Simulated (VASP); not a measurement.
# MgS (Fm-3m) in VASP: elastic constants with PBEsol

Aim: the elastic constants of MgS with PBEsol.

Program: VASP 6.6.1. These are calculated values, not measurements. Logs are shortened: lines on timing, memory, paths and dates and some standing lists are left out, and cuts for length are marked.

## 1. The cell of the first run

Symmetry: Fm-3m, No. 225, cubic system. Conventional cell: a = 5.182 Å, b = 5.182 Å, c = 5.182 Å, α = 90.00°, β = 90.00°, γ = 90.00°. Within 3.4 Å of Mg (site symmetry m-3m) lie 6 S at 2.59 Å. Within 3.4 Å of S (site symmetry m-3m) lie 6 Mg at 2.59 Å.

## 2. Elastic constants, PBEsol

INCAR reads:

```
ALGO = Normal
EDIFF = 1E-8
ENCUT = 600
GGA = PS
IBRION = 6
ISIF = 3
ISMEAR = 0
LASPH = True
LCHARG = False
LREAL = False
LWAVE = False
NELM = 60
NFREE = 2
NSW = 1
POTIM = 0.015
PREC = Accurate
SIGMA = 0.01
```

KPOINTS reads:

```
k-points
0
Gamma
  8 8 8
```

POSCAR reads:

```
MgS
1.0
    2.5909610208      2.5909610208      0.0000000000
   -2.5909610208      2.5909610208      0.0000000000
    0.0000000000      2.5909610208      2.5909610208
Mg S
1 1
Direct
    0.0000000000      0.0000000000      0.0000000000
    0.5000000000      0.5000000000      0.0000000000
```

Potentials or basis: VASP PAW PBE potentials, release 64 (Mg, S).

The run is started by

```console
cat potpaw_PBE.64/Mg/POTCAR potpaw_PBE.64/S/POTCAR > POTCAR
mpirun -np 1 vasp_std > vasp.out
```

OUTCAR:

```text
EDIFF = 1E-8
   ENCUT = 600
   GGA = PS
   IBRION = 6
   ISIF = 3
   ISMEAR = 0
   LASPH = True
   LREAL = False
   NELM = 60
   NFREE = 2
   NSW = 1
   POTIM = 0.015
   PREC = Accurate

 ion  position               nearest neighbor table
   1  0.000  0.000  0.000-   2 2.59   2 2.59   2 2.59   2 2.59   2 2.59   2 2.59
   2  0.500  0.500  0.000-   1 2.59   1 2.59   1 2.59   1 2.59   1 2.59   1 2.59

  LATTYP: Found a face centered cubic cell.
 ALAT       =     5.1819220416

  Lattice vectors:

 A1 = (   0.0000000000,   2.5909610208,   2.5909610208)
 A2 = (   2.5909610208,   0.0000000000,   2.5909610208)
 A3 = (   2.5909610208,   2.5909610208,   0.0000000000)

Analysis of symmetry for initial positions (statically):
=====================================================================
 Subroutine PRICEL returns:
 Original cell was already a primitive cell.

 Routine SETGRP: Setting up the symmetry group for a
 face centered cubic supercell.

 Subroutine GETGRP returns: Found 48 space group operations
 (whereof 48 operations were pure point group operations)
 out of a pool of 48 trial point group operations.

The static configuration has the point symmetry O_h .

Analysis of symmetry for dynamics (positions and initial velocities):
=====================================================================
 Subroutine PRICEL returns:
 Original cell was already a primitive cell.

 Routine SETGRP: Setting up the symmetry group for a
 face centered cubic supercell.

 Subroutine GETGRP returns: Found 48 space group operations
 (whereof 48 operations were pure point group operations)
 out of a pool of 48 trial point group operations.

The dynamic configuration has the point symmetry O_h .

 Subroutine INISYM returns: Found 48 space group operations
 (whereof 48 operations are pure point group operations),
 and found     1 'primitive' translations

----------------------------------------------------------------------------------------

                                     Primitive cell

  volume of cell :      34.7867

  direct lattice vectors                    reciprocal lattice vectors
     2.590961021  2.590961021  0.000000000     0.192978588  0.192978588 -0.192978588
    -2.590961021  2.590961021  0.000000000    -0.192978588  0.192978588 -0.192978588
     0.000000000  2.590961021  2.590961021     0.000000000  0.000000000  0.385957176

  length of vectors
     3.664172215  3.664172215  3.664172215     0.334248720  0.334248720  0.385957176

  position of ions in fractional coordinates (direct lattice)
     0.000000000  0.000000000  0.000000000
     0.500000000  0.500000000  0.000000000

  ion indices of the primitive-cell ions
   primitive index   ion index
                 1           1
                 2           2

----------------------------------------------------------------------------------------

 KPOINTS: k-points

Automatic generation of k-mesh.
 Grid dimensions read from file:
 generate k-points for:    8    8    8

 Generating k-lattice:

  Cartesian coordinates                     Fractional coordinates (reciprocal lattice)
     0.024122324  0.024122324 -0.024122324     0.125000000  0.000000000  0.000000000
    -0.024122324  0.024122324 -0.024122324     0.000000000  0.125000000  0.000000000
     0.000000000  0.000000000  0.048244647     0.000000000  0.000000000  0.125000000

  Length of vectors
     0.041781090  0.041781090  0.048244647

  Shift w.r.t. Gamma in fractional coordinates (k-lattice)
     0.000000000  0.000000000  0.000000000

 Subroutine IBZKPT returns following result:
 ===========================================

 Found     29 irreducible k-points:

 Following reciprocal coordinates:
            Coordinates               Weight
  0.000000  0.000000  0.000000      1.000000
  0.125000  0.000000  0.000000      8.000000
  0.250000  0.000000  0.000000      8.000000
  0.375000  0.000000  0.000000      8.000000
  0.500000  0.000000  0.000000      4.000000
  0.125000  0.125000  0.000000     12.000000
[... 16 lines left out ...]
  0.375000  0.250000  0.125000     48.000000
[... 36 lines left out ...]
   EFERMI_NEDOS =   21; number of points for ismear=-14 and -15
   IALGO  =     38    algorithm
   IMIX   =      4    mixing-type and parameters
     AMIX     =   0.40;   BMIX     =  1.00
     AMIX_MAG =   1.60;   BMIX_MAG =  1.00
  volume/ion in A,a.u.               =      17.39       117.38
  Fermi-wavevector in a.u.,A,eV,Ry     =   1.002999  1.895394 13.687563  1.006008
  Thomas-Fermi vector in A             =   2.135523
   LORBIT       =      0    0 simple, 1 ext, 2 COOP (PROOUT), +10 PAW based schemes
   GGA     = PS    functional components
   LHFCALC =     F    Hartree Fock is set to
   AEXX    =    0.0000 exact exchange contribution
   IVDW    =     0    specifies the selected vdW correction
   LEPSILON=     F    determine dielectric tensor
   LRPA    =     F    only Hartree local field effects (RPA)
 finite differences with symmetry
 non-spin polarized calculation
 Gauss-broadening in eV      SIGMA  =   0.01
  energy-cutoff  :      600.00
  volume of cell :       34.79
 maximum number of plane-waves:      1211
 NGX is ok and might be reduce to    30
   NGX = 15   NGY = 15   NGZ = 15

--------------------------------------- Ionic step        1  -------------------------------------------

 number of electron       8.0000000 magnetization

 Free energy of the ion-electron system (eV)
  ---------------------------------------------------
  ext. energy  EPLUGINS =         0.00000000
  ---------------------------------------------------
  free energy    TOTEN  =        -9.07550434 eV

  energy without entropy =       -9.07550434  energy(sigma->0) =       -9.07550434

------------------------ aborting loop because EDIFF is reached ----------------------------------------

  FORCE on cell =-STRESS in cart. coord.  units (eV):
  Direction    XX          YY          ZZ          XY          YZ          ZX
  --------------------------------------------------------------------------------------
  -------------------------------------------------------------------------------------
  Total       -0.0363373     -0.0363373     -0.0363373      0.0000000     -0.0000000      0.0000000
  in kB       -1.6735941     -1.6735941     -1.6735941      0.0000000     -0.0000000      0.0000000
  external PRESSURE =      -1.6735941 kB  Pullay stress =       0.0000000 kB
[... 89 lines left out ...]
  FREE ENERGIE OF THE ION-ELECTRON SYSTEM (eV)
  ---------------------------------------------------
  free  energy   TOTEN  =        -9.0720942114 eV

  energy  without entropy=       -9.0720942114  energy(sigma->0) =       -9.07209421

[... ionic steps 4 to 14 ...]

--------------------------------------- Ionic step       15  -------------------------------------------

 number of electron       8.0000000 magnetization

------------------------ aborting loop because EDIFF is reached ----------------------------------------
[... 67 lines left out ...]
--------------------------------------- Ionic step       17  -------------------------------------------

 number of electron       8.0000000 magnetization

 Free energy of the ion-electron system (eV)
  ---------------------------------------------------
  ext. energy  EPLUGINS =         0.00000000
  ---------------------------------------------------
  free energy    TOTEN  =        -9.07516690 eV

  energy without entropy =       -9.07516690  energy(sigma->0) =       -9.07516690

 E-fermi :   3.8604     XC(G=0):  -9.8877

 val. band max:        3.7860707274   @ k =   0.0000   0.0000   0.0000
 cond. band min:       6.5158929372   @ k =   0.0000  -1.0000  -0.5000
 fundamental gap:      2.7298222098
 Fermi energy:         3.8603706164

 k-point     1 :       0.0000    0.0000    0.0000
  band No.  band energies     occupation
      1      -8.9684      2.00000
      2       3.7857      2.00000
      3       3.7861      2.00000
      4       3.7861      2.00000
      5       7.4764      0.00000
      6      11.6320      0.00000
      7      11.6320      0.00000
      8      11.6324      0.00000
[... 243 lines left out ...]
 k-point    24 :       0.5000    0.2500    0.1250
  band No.  band energies     occupation
      1      -7.4062      2.00000
      2      -0.6406      2.00000
      3       1.5712      2.00000
      4       2.5939      2.00000
      5       9.3186      0.00000
      6       9.8011      0.00000
      7      12.1715      0.00000
      8      13.1766      0.00000

 [... further k-points ...]

------------------------ aborting loop because EDIFF is reached ----------------------------------------

  FORCE on cell =-STRESS in cart. coord.  units (eV):
  Direction    XX          YY          ZZ          XY          YZ          ZX
  --------------------------------------------------------------------------------------
  -------------------------------------------------------------------------------------
  Total       -0.0304583     -0.0367736     -0.0367736     -0.0000000      0.0000000      0.0000000
  in kB       -1.4028261     -1.6936886     -1.6936886     -0.0000000      0.0000000      0.0000000
  external PRESSURE =      -1.5967344 kB  Pullay stress =       0.0000000 kB
[... 17 lines left out ...]
  FREE ENERGIE OF THE ION-ELECTRON SYSTEM (eV)
  ---------------------------------------------------
  free  energy   TOTEN  =        -9.0751668995 eV

  energy  without entropy=       -9.0751668995  energy(sigma->0) =       -9.07516690

 INTERNAL STRAIN TENSORS FROM STRAINED CELLS
 ============================================

 INTERNAL STRAIN TENSOR FOR ION    1 for displacements in x,y,z  (eV/Angst):
          X           Y           Z          XY          YZ          ZX
  --------------------------------------------------------------------------------
  x    -0.00000     0.00000    -0.00000     0.00000    -0.00000     0.00000
  y    -0.00000     0.00000    -0.00000     0.00000    -0.00000    -0.00000
  z     0.00000     0.00000     0.00000     0.00000     0.00000     0.00000

 INTERNAL STRAIN TENSORS FROM DISPLACED ATOMS
 ============================================

 INTERNAL STRAIN TENSOR FOR ION    1 for displacements in x,y,z  (eV/Angst):
          X           Y           Z          XY          YZ          ZX
  --------------------------------------------------------------------------------
  x     0.00000     0.00000     0.00000     0.00000     0.00000     0.00000
  y     0.00000     0.00000     0.00000     0.00000     0.00000     0.00000
  z     0.00000     0.00000     0.00000     0.00000     0.00000     0.00000

 INTERNAL STRAIN TENSOR FOR ION    2 for displacements in x,y,z  (eV/Angst):
          X           Y           Z          XY          YZ          ZX
  --------------------------------------------------------------------------------
  x     0.00000     0.00000     0.00000     0.00000     0.00000     0.00000
  y     0.00000     0.00000     0.00000     0.00000     0.00000     0.00000
  z     0.00000     0.00000     0.00000     0.00000     0.00000     0.00000

 Eigenvectors and eigenvalues of the dynamical matrix
 ----------------------------------------------------

   1 f  =    7.286158 THz    45.780284 2PiTHz  243.040084 cm-1    30.133116 meV
             X         Y         Z           dx          dy          dz
      0.000000  0.000000  0.000000     0.000000    0.754206    0.000000
      0.000000  2.590961  0.000000     0.000000   -0.656638    0.000000
[... 21 lines left out ...]
   6 f/i=    0.000091 THz     0.000572 2PiTHz    0.003037 cm-1     0.000377 meV
             X         Y         Z           dx          dy          dz
      0.000000  0.000000  0.000000     0.656638   -0.000000   -0.000000
      0.000000  2.590961  0.000000     0.754206   -0.000000    0.000000

--------------------------------------------------------------------------------------------------------

 ELASTIC MODULI CONTR FROM IONIC RELAXATION (kBar)
 Direction    XX          YY          ZZ          XY          YZ          ZX
 --------------------------------------------------------------------------------
 XX           0.0000      0.0000      0.0000      0.0000      0.0000      0.0000
 YY           0.0000      0.0000      0.0000      0.0000      0.0000      0.0000
 ZZ           0.0000      0.0000      0.0000      0.0000      0.0000      0.0000
 XY           0.0000      0.0000      0.0000      0.0000      0.0000      0.0000
 YZ           0.0000      0.0000      0.0000      0.0000      0.0000      0.0000
 ZX           0.0000      0.0000      0.0000      0.0000      0.0000      0.0000
 --------------------------------------------------------------------------------

 TOTAL ELASTIC MODULI (kBar)
 Direction    XX          YY          ZZ          XY          YZ          ZX
 --------------------------------------------------------------------------------
 XX        1533.0541    414.0213    414.0213      0.0000     -0.0000      0.0000
 YY         414.0213   1533.0541    414.0213      0.0000     -0.0000      0.0000
 ZZ         414.0213    414.0213   1533.0541      0.0000      0.0000      0.0000
 XY           0.0000      0.0000      0.0000    543.2209      0.0000      0.0000
 YZ          -0.0000     -0.0000      0.0000      0.0000    543.2209      0.0000
 ZX           0.0000      0.0000      0.0000      0.0000      0.0000    543.2209
 --------------------------------------------------------------------------------
```

Run time: 5.1 min. Hardware: 1 thread of Intel Xeon Platinum 8488C (Sapphire Rapids), shared host; peak memory 0.25 GiB.

What came out:

| Property | Result |
| --- | --- |
| Elastic constants C11, C12, C44 | 153, 41, 54 GPa |
| Voigt bulk modulus | 79 GPa |
| Highest phonon frequency at Γ, LO-TO splitting left out | 243 cm⁻¹ |

Phonon frequencies in cm⁻¹ (negative: imaginary):
| q point | frequencies |
| --- | --- |
| (0.000, 0.000, 0.000) | 0 0 0 243 243 243 |

Elastic tensor in Voigt notation (GPa, in the Cartesian axes of the cell as first typed):
```
153  41  41   0   0   0
 41 153  41   0   0   0
 41  41 153   0   0   0
  0   0   0  54   0   0
  0   0   0   0  54   0
  0   0   0   0   0  54
```

Clamped-ion elastic tensor (GPa):
```
153  41  41   0   0   0
 41 153  41   0   0   0
 41  41 153   0   0   0
  0   0   0  54   0   0
  0   0   0   0  54   0
  0   0   0   0   0  54
```

Caveat: the PAW data sets were made with another functional, which shifts forces and pressure a little.
